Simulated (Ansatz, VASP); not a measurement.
**Two plane-wave programs on Ga3Sb**

Contents of INCAR:

```
SYSTEM = Ga3Sb
PREC     = Accurate       ! precision mode
ENCUT    = 520            ! plane-wave cutoff, eV
EDIFF    = 1E-6           ! SCF threshold, eV
ISMEAR   = 0              ! smearing method
SIGMA    = 0.15           ! smearing width, eV
LREAL    = .False.        ! projectors in reciprocal space
LASPH    = .True.         ! aspherical terms in the spheres
NELM     = 100            ! most SCF steps
ALGO     = Fast           ! electronic algorithm
ISIF     = 2              ! what is computed and relaxed
LWAVE    = .False.        ! write WAVECAR
LCHARG   = .False.        ! write CHGCAR
GGA      = PS             ! functional
NBANDS   = 30             ! bands
```

Contents of KPOINTS:

```
Automatic mesh
0
Gamma
  16 16 16
  0 0 0
```

POSCAR

```
Ga3Sb
1.0
   -2.1293141235      2.1293141235      4.5452891320
    2.1293141235     -2.1293141235      4.5452891320
    2.1293141235      2.1293141235     -4.5452891320
Ga Sb
3 1
Direct
    0.7500000000      0.2500000000      0.5000000000
    0.2500000000      0.7500000000      0.5000000000
    0.5000000000      0.5000000000      0.0000000000
    0.0000000000      0.0000000000      0.0000000000
```

Input for Ansatz:

```yaml
crystal:
  lattice:
    - [-2.1293141235, 2.1293141235, 4.545289132]
    - [2.1293141235, -2.1293141235, 4.545289132]
    - [2.1293141235, 2.1293141235, -4.545289132]
  atoms:
    - { symbol: Ga, position: [0.75, 0.25, 0.5] }
    - { symbol: Ga, position: [0.25, 0.75, 0.5] }
    - { symbol: Ga, position: [0.5, 0.5, 0.0] }
    - { symbol: Sb, position: [0.0, 0.0, 0.0] }
basis:
  ecutwfc: 420
kpoints:
  mp_grid: { grid: [16, 16, 16] }
hamiltonian:
  xc: pbesol
scf:
  occupations: { method: gaussian, width: 0.15 }
output:
  forces: true
  stress: true
  eigenvalues: true
  write_density: true
  write_potential: true
  elf: true
  volumetric_format: npy
```

Alike in both runs: task single point; functional PBEsol; k mesh 16 × 16 × 16; occupations gaussian, width 0.15 eV; no spin polarisation.

|  | VASP | Ansatz |
| --- | --- | --- |
| version | VASP 6.6.1 | Ansatz 0.2.0 |
| potentials or method | VASP PAW PBE potentials, release 64 (Ga_d, Sb), cutoff 520 eV | scalar-relativistic, plane waves, PAW |
| valence electrons in the cell | 44 | 54 |

```tsv
	VASP	Ansatz	Ansatz less VASP
gap on the k mesh at the Fermi level (eV)	none	none	-
pressure (GPa)	0.2	0.1	-0.05
traceless stress, the component that is largest in VASP (GPa)	-0.11	-0.11	-0.002
```

VASP's potentials were made for PBE, not for PBEsol. A gap of «none» marks a metal or a gap that the smearing closes. With one functional, cell and mesh, what is left measures potentials, basis and numerics. VASP's potentials hold 44 valence electrons a cell and Ansatz's 54, so a difference there can come from the potentials and not from the codes.

Spin-orbit coupling is off throughout.
